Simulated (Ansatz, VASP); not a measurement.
**ZrS2: VASP beside Ansatz**

```
Zr S
1.0
     3.67440    0.00000    0.00000
    -1.83720    3.18212    0.00000
     0.00000    0.00000    5.85686
Zr S
1 2
Direct
  0.00000 0.00000 0.00000
  0.33333 0.66667 0.24623
  0.66667 0.33333 0.75377
```

Alike in both runs: task single point; functional r2SCAN; k mesh 6 × 6 × 4; no spin polarisation.

|  | VASP | Ansatz |
| --- | --- | --- |
| version | VASP 6.6.1 | Ansatz 0.2.0 |
| potentials or method | VASP PAW PBE potentials, release 64 (Zr_sv, S) | plane waves |
| plane-wave cutoff (eV) | 550 | 500 |
| occupations | gaussian, width 0.01 eV | fixed |
| valence electrons in the cell | 24 | 24 |

VASP gave:

* gap on the k mesh at the Fermi level (eV): 1.19
* pressure (GPa): 0.9
* traceless stress, the component that is largest in VASP (GPa): -0.04
* rms of the force components (eV/Å): 0.019

What did Ansatz give for the same quantities?

gap on the k mesh at the Fermi level (eV): 1.19; pressure (GPa): 0.9; traceless stress, the component that is largest in VASP (GPa): -0.06; rms of the force components (eV/Å): 0.020.

VASP's potentials were made for PBE, not for r2SCAN. Atom by atom the forces differ by 0.001 eV/Å (rms over components).
